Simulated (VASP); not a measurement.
# Si (P-1) in VASP: single point with PBEsol

Aim: the single point of Si with PBEsol.

All numbers are computed with VASP 6.6.1; they aren't measurements. Logs are shortened: lines on timing, memory, paths and dates and some standing lists are left out, and cuts for length are marked.

**1. The cell of the first run**

The typed cell holds 4 atoms: a = 5.558 Å, b = 5.307 Å, c = 3.406 Å, α = 70.32°, β = 68.30°, γ = 39.66°.

**2. Single point, PBEsol (strained and its atoms moved)**

INCAR

```
PREC = Accurate ; ENCUT = 520
EDIFF = 1E-6 ; ISMEAR = 0
SIGMA = 0.1 ; LREAL = F
LASPH = T ; NELM = 100
ALGO = Normal ; ISIF = 2
LWAVE = F ; LCHARG = F
GGA = PS ; NBANDS = 16
```

KPOINTS

```
regular mesh
0
Gamma
  10 12 12
```

POSCAR

```
Si
1.0
   -0.1201863725      2.7527145909      4.8266205898
    2.4041172570      0.0581936234      4.7305858453
    2.3115117511      2.5007395457      0.0816464739
Si
4
Direct
    0.6757889843      0.2996722867      0.7024972167
    0.3242110157      0.7003277133      0.2975027833
    0.7319026832      0.8562809424      0.2276140966
    0.2680973168      0.1437190576      0.7723859034
```

Potentials or basis: VASP PAW PBE potentials, release 64 (Si).

Started as:

```sh
$ cat potpaw_PBE.64/Si/POTCAR > POTCAR
$ mpirun -np 1 vasp_std > vasp.out
```

OUTCAR:

```text
PREC = Accurate
   ENCUT = 520
   EDIFF = 1E-6
   ISMEAR = 0
   LREAL = F
   LASPH = T
   NELM = 100
   ISIF = 2
   GGA = PS

 ion  position               nearest neighbor table
   1  0.676  0.300  0.702-   2 1.97   3 2.30   2 2.45   2 2.58   4 2.80   4 2.87   3 3.04   3 3.05

   2  0.324  0.700  0.298-   1 1.97   4 2.30   1 2.45   1 2.58   3 2.80   3 2.87   4 3.04   4 3.05

   3  0.732  0.856  0.228-   4 2.18   1 2.30   4 2.59   2 2.80   2 2.87   4 2.94   4 2.96   1 3.04
                             1 3.05
   4  0.268  0.144  0.772-   3 2.18   2 2.30   3 2.59   1 2.80   1 2.87   3 2.94   3 2.96   2 3.04
                             2 3.05

  Warning from LATTYP: Got some problem with cell dimensions!
  Tried to take original basis but could not verify dimensions!
  LATTYP: Found a triclinic cell.
 ALAT       =     3.4063838594
 B/A-ratio  =     1.5273239103
 C/A-ratio  =     1.5578840962
 COS(alpha) =     0.0228652471
 COS(beta)  =     0.3368349121
 COS(gamma) =     0.7061544083

  Lattice vectors:

 A1 = (   2.3115117511,   2.5007395457,   0.0816464739)
 A2 = (  -0.2127918784,   5.1952605132,   0.1776812184)
 A3 = (   2.4041172570,   0.0581936234,   4.7305858453)

Analysis of symmetry for initial positions (statically):
=====================================================================
 Subroutine PRICEL returns:
 Original cell was already a primitive cell.

 Routine SETGRP: Setting up the symmetry group for a
 triclinic supercell.

 Subroutine GETGRP returns: Found  2 space group operations
 (whereof  2 operations were pure point group operations)
 out of a pool of  2 trial point group operations.

The static configuration has the point symmetry S_2 .

Analysis of symmetry for dynamics (positions and initial velocities):
=====================================================================
 Subroutine PRICEL returns:
 Original cell was already a primitive cell.

 Routine SETGRP: Setting up the symmetry group for a
 triclinic supercell.

 Subroutine GETGRP returns: Found  2 space group operations
 (whereof  2 operations were pure point group operations)
 out of a pool of  2 trial point group operations.

The dynamic configuration has the point symmetry S_2 .

 Subroutine INISYM returns: Found  2 space group operations
 (whereof  2 operations are pure point group operations),
 and found     1 'primitive' translations

----------------------------------------------------------------------------------------

                                     Primitive cell

  volume of cell :      59.3500

  direct lattice vectors                    reciprocal lattice vectors
    -0.120186372  2.752714591  4.826620590    -0.199245240  0.180935314  0.099032055
     2.404117257  0.058193623  4.730585845     0.199584916 -0.188148216  0.112274357
     2.311511751  2.500739546  0.081646474     0.214676779  0.205093628 -0.111623234

  length of vectors
     5.557710743  5.306751240  3.406383859     0.286781453  0.296377160  0.317189631

  position of ions in fractional coordinates (direct lattice)
     0.675788984  0.299672287  0.702497217
     0.324211016  0.700327713  0.297502783
     0.731902683  0.856280942  0.227614097
     0.268097317  0.143719058  0.772385903

  ion indices of the primitive-cell ions
   primitive index   ion index
                 1           1
                 2           2
                 3           3
                 4           4

----------------------------------------------------------------------------------------

 KPOINTS: regular mesh

Automatic generation of k-mesh.
 Grid dimensions read from file:
 generate k-points for:   10   12   12

 Generating k-lattice:

  Cartesian coordinates                     Fractional coordinates (reciprocal lattice)
    -0.019924524  0.018093531  0.009903206     0.100000000  0.000000000 -0.000000000
     0.016632076 -0.015679018  0.009356196     0.000000000  0.083333333 -0.000000000
     0.017889732  0.017091136 -0.009301936     0.000000000  0.000000000  0.083333333

  Length of vectors
     0.028678145  0.024698097  0.026432469

  Shift w.r.t. Gamma in fractional coordinates (k-lattice)
     0.000000000  0.000000000  0.000000000

 Subroutine IBZKPT returns following result:
 ===========================================

 Found    724 irreducible k-points:

 Following reciprocal coordinates:
            Coordinates               Weight
  0.000000  0.000000  0.000000      1.000000
  0.100000  0.000000 -0.000000      2.000000
  0.200000  0.000000 -0.000000      2.000000
  0.300000  0.000000 -0.000000      2.000000
  0.400000  0.000000 -0.000000      2.000000
  0.500000 -0.000000 -0.000000      1.000000
[... 16 lines left out ...]
 -0.400000  0.166667  0.000000      2.000000
 -0.300000  0.166667 -0.000000      2.000000
 [... further k-points ...]
   k-points           NKPTS =    724   k-points in BZ     NKDIM =    724   number of bands    NBANDS=     16
   number of dos      NEDOS =    301   number of ions     NIONS =      4
   total plane-waves  NPLWV =  47040
   dimension x,y,z NGX =    42 NGY =   40 NGZ =   28
   dimension x,y,z NGXF=    84 NGYF=   80 NGZF=   56
   ions per type =               4
   NGX,Y,Z   is equivalent  to a cutoff of  12.56, 12.53, 13.67 a.u.
   NGXF,Y,Z  is equivalent  to a cutoff of  25.13, 25.06, 27.33 a.u.
 SYSTEM =  unknown system
   PREC   = accura    normal or accurate (medium, high low for compatibility)
   ISTART =      0    job   : 0-new  1-cont  2-samecut
   ICHARG =      2    charge: 1-file 2-atom 10-const
   ISPIN  =      1    spin polarized calculation?
   LNONCOLLINEAR =      F non collinear calculations
   LSORBIT =      F    spin-orbit coupling
   LASPH  =      T    aspherical Exc in radial PAW
   ENCUT  =  520.0 eV  38.22 Ry    6.18 a.u.  10.33  9.87  6.33*2*pi/ulx,y,z
   NELM   =    100;   NELMIN=  2; NELMDL= -5     # of ELM steps
   EDIFF  = 0.1E-05   stopping-criterion for ELM
   LREAL  =      F    real-space projection
   EDIFFG = 0.1E-04   stopping-criterion for IOM
   NSW    =      0    number of steps for IOM
   IBRION =     -1    ionic relax: 0-MD 1-quasi-New 2-CG
   NFREE  =      0    steps in history (QN), initial steepest desc. (CG)
   ISIF   =      2    stress and relaxation
   ISYM   =      2    0-nonsym 1-usesym 2-fastsym
   POTIM  = 0.5000    time-step for ionic-motion
   TEBEG  =    0.0;   TEEND  =   0.0 temperature during run
   PSTRESS=    0.0 pullay stress
   NELECT =      16.0000    total number of electrons
   NUPDOWN=      -1.0000    fix difference up-down
   EMIN   =  10.00;   EMAX   =-10.00  energy-range for DOS
   EFERMI =   0.00;   METHOD = LEGACY
   ISMEAR =     0;   SIGMA  =   0.10  broadening in eV -4-tet -1-fermi 0-gaus
   EFERMI_NEDOS =   21; number of points for ismear=-14 and -15
   IALGO  =     38    algorithm
   IMIX   =      4    mixing-type and parameters
     AMIX     =   0.40;   BMIX     =  1.00
     AMIX_MAG =   1.60;   BMIX_MAG =  1.00
  volume/ion in A,a.u.               =      14.84       100.13
  Fermi-wavevector in a.u.,A,eV,Ry     =   1.057567  1.998512 15.217404  1.118448
  Thomas-Fermi vector in A             =   2.192844
   LORBIT       =      0    0 simple, 1 ext, 2 COOP (PROOUT), +10 PAW based schemes
   GGA     = PS    functional components
   LHFCALC =     F    Hartree Fock is set to
   AEXX    =    0.0000 exact exchange contribution
   IVDW    =     0    specifies the selected vdW correction
   LEPSILON=     F    determine dielectric tensor
   LRPA    =     F    only Hartree local field effects (RPA)
 non-spin polarized calculation
 Gauss-broadening in eV      SIGMA  =   0.10
  energy-cutoff  :      520.00
  volume of cell :       59.35
 maximum number of plane-waves:      1618
 NGX is ok and might be reduce to    42
   NGX = 21   NGY = 19   NGZ = 13

 number of electron      16.0000000 magnetization

 Free energy of the ion-electron system (eV)
  ---------------------------------------------------
  ext. energy  EPLUGINS =         0.00000000
  ---------------------------------------------------
  free energy    TOTEN  =       -20.18239736 eV

  energy without entropy =      -20.17506883  energy(sigma->0) =      -20.17873309

 E-fermi :   9.3816     XC(G=0): -11.0211

 val. band max:        9.3747834973   @ k =  -0.3000  -0.4167   0.2500
 cond. band min:       9.3821751396   @ k =   0.4000  -0.1667   0.0833
 fundamental gap:      0.0073916423
 Fermi energy:         9.3816274925

 k-point     1 :       0.0000    0.0000    0.0000
  band No.  band energies     occupation
      1      -4.8117      2.00000
      2       0.8971      2.00000
      3       1.9428      2.00000
      4       5.7937      2.00000
      5       7.2694      2.00000
      6       7.3220      2.00000
[... 8 lines left out ...]
     15      17.5210      0.00000
     16      17.8247      0.00000

 k-point     2 :       0.1000    0.0000   -0.0000
  band No.  band energies     occupation
      1      -4.7022      2.00000
      2       0.7992      2.00000
      3       2.1416      2.00000
      4       4.7647      2.00000
      5       6.2528      2.00000
      6       7.5209      2.00000
[... 8 lines left out ...]
     15      17.8797      0.00000
     16      18.0054      0.00000

 k-point     3 :       0.2000    0.0000   -0.0000
  band No.  band energies     occupation
      1      -4.3783      2.00000
      2       0.6737      2.00000
      3       2.1536      2.00000
      4       3.6433      2.00000
      5       5.2333      2.00000
      6       7.5364      2.00000
[... 8 lines left out ...]
     15      17.0804      0.00000
     16      17.5551      0.00000

 k-point     4 :       0.3000    0.0000   -0.0000
  band No.  band energies     occupation
      1      -3.8591      2.00000
      2       0.5491      2.00000
      3       1.1954      2.00000
      4       3.3110      2.00000
      5       5.0627      2.00000
      6       7.6395      2.00000
[... 8 lines left out ...]
     15      16.2384      0.00000
     16      17.2089      0.00000

 k-point     5 :       0.4000    0.0000   -0.0000
  band No.  band energies     occupation
      1      -3.2166      2.00000
      2      -0.2790      2.00000
      3       0.9516      2.00000
      4       2.7783      2.00000
      5       5.9459      2.00000
      6       7.7127      2.00000
[... 8 lines left out ...]
     15      16.8119      0.00000
     16      17.4203      0.00000

 k-point     6 :       0.5000   -0.0000   -0.0000
  band No.  band energies     occupation
      1      -2.8109      2.00000
      2      -0.8563      2.00000
      3       1.0187      2.00000
      4       2.5123      2.00000
      5       7.0358      2.00000
      6       7.2883      2.00000
[... 8 lines left out ...]
     15      16.8378      0.00000
     16      17.1967      0.00000
[... 267 lines left out ...]
 k-point    21 :       0.4000    0.1667   -0.0000
  band No.  band energies     occupation
      1      -3.8672      2.00000
      2      -0.8954      2.00000
      3       1.7878      2.00000
      4       4.9186      2.00000
      5       6.7464      2.00000
      6       7.2732      2.00000
[... 8 lines left out ...]
     15      14.9123      0.00000
     16      16.4799      0.00000

 k-point    22 :       0.5000    0.1667   -0.0000
  band No.  band energies     occupation
      1      -3.2438      2.00000
      2      -0.8421      2.00000
      3       0.5676      2.00000
      4       4.4868      2.00000
      5       7.0894      2.00000
      6       7.4477      2.00000
[... 8 lines left out ...]
     15      15.1273      0.00000
     16      16.7981      0.00000

 k-point    23 :      -0.4000    0.1667    0.0000
  band No.  band energies     occupation
      1      -2.6964      2.00000
      2      -0.9400      2.00000
      3       0.1572      2.00000
      4       3.9109      2.00000
      5       6.0992      2.00000
      6       7.7835      2.00000
[... 8 lines left out ...]
     15      15.4556      0.00000
     16      17.0950      0.00000

 k-point    24 :      -0.3000    0.1667   -0.0000
  band No.  band energies     occupation
      1      -2.9010      2.00000
      2      -0.5428      2.00000
      3       0.5602      2.00000
      4       3.4839      2.00000
      5       4.7457      2.00000
      6       7.9032      2.00000
[... 8 lines left out ...]
     15      16.2272      0.00000
     16      17.2027      0.00000

 [... further k-points ...]

------------------------ aborting loop because EDIFF is reached ----------------------------------------

  FORCE on cell =-STRESS in cart. coord.  units (eV):
  Direction    XX          YY          ZZ          XY          YZ          ZX
  --------------------------------------------------------------------------------------
  -------------------------------------------------------------------------------------
  Total        3.7356776     14.7004403      1.6357938      1.9220795     -3.9954147     -1.4454444
  in kB      100.8460758    396.8441221     44.1588908     51.8872849   -107.8577788    -39.0203354
  external PRESSURE =     180.6163629 kB  Pullay stress =       0.0000000 kB

 VOLUME and BASIS-vectors are now :
 -----------------------------------------------------------------------------
  energy-cutoff  :      520.00
  volume of cell :       59.35
      direct lattice vectors                 reciprocal lattice vectors
    -0.120186372  2.752714591  4.826620590    -0.199245240  0.180935314  0.099032055
     2.404117257  0.058193623  4.730585845     0.199584916 -0.188148216  0.112274357
     2.311511751  2.500739546  0.081646474     0.214676779  0.205093628 -0.111623234

 POSITION                                       TOTAL-FORCE (eV/Angst)
 -----------------------------------------------------------------------------------
      2.26306      3.63446      4.73676        -0.508210      6.672078      0.369919
      2.33239      1.67719      4.90209         0.508210     -6.672078     -0.369919
      2.49677      2.63375      7.60191        -2.577738      0.972245      0.003006
      2.09867      2.67789      2.03694         2.577738     -0.972245     -0.003006
 -----------------------------------------------------------------------------------
    total drift:                               -0.000000     -0.000000      0.000000

  FREE ENERGIE OF THE ION-ELECTRON SYSTEM (eV)
  ---------------------------------------------------
  free  energy   TOTEN  =       -20.1823973563 eV

  energy  without entropy=      -20.1750688283  energy(sigma->0) =      -20.17873309
```

It took 5 min on 1 thread of Intel Xeon 6975P-C (Granite Rapids), shared host; peak memory 0.57 GiB.

What came out:

```
Free energy            : -20.1824 eV
Pressure               : 18.1 GPa
Largest force          : 6.702 eV/Å
Band gap on the k mesh : zero (bands 8 and 9 overlap by 3.99 eV)
```

Forces on the atoms (eV/Å):
```
Si  -0.508  6.672  0.370
Si   0.508 -6.672 -0.370
Si  -2.578  0.972  0.003
Si   2.578 -0.972 -0.003
```

Caveat: the cell differs from its parent crystal (strained and its atoms moved); the stress differs along the axes, from 4 to 40 GPa; the PAW data sets were made with another functional, which shifts forces and pressure a little.
